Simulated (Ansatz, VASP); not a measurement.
## Two plane-wave programs on ZnSnP2

```
Zn Sn P
1.0
    -2.82375    2.82375    5.66217
     2.82375   -2.82375    5.66217
     2.82375    2.82375   -5.66217
Zn Sn P
2 2 4
Cartesian
  0.0000 2.8238 2.8311
  0.0000 0.0000 0.0000
  2.8238 0.0000 2.8311
  0.0000 0.0000 5.6622
  1.2911 1.4119 1.4155
  -1.4119 1.5326 4.2466
  4.2356 1.2911 -1.4155
  1.5326 1.4119 7.0777
```

Alike in both runs: task single point; functional PBE; k mesh 4 × 4 × 4; occupations gaussian, width 0.1 eV; no spin polarisation.

|  | VASP | Ansatz |
| --- | --- | --- |
| version | VASP 6.6.1 | Ansatz 0.2.0 |
| potentials or method | VASP PAW PBE potentials, release 64 (Zn, Sn_d, P), cutoff 500 eV | scalar-relativistic, plane waves, PAW |
| valence electrons in the cell | 72 | 72 |

|  | VASP | Ansatz | Ansatz less VASP |
| --- | --- | --- | --- |
| gap on the k mesh at the Fermi level (eV) | 0.85 | 0.84 | -0.009 |
| least direct gap on the mesh (eV) | 0.85 | 0.84 | -0.009 |
| pressure (GPa) | 2.1 | 2.1 | -0.01 |
| rms of the force components (eV/Å) | 0.034 | 0.044 | +0.0105 |

Atom by atom the forces differ by 0.011 eV/Å (rms over components).
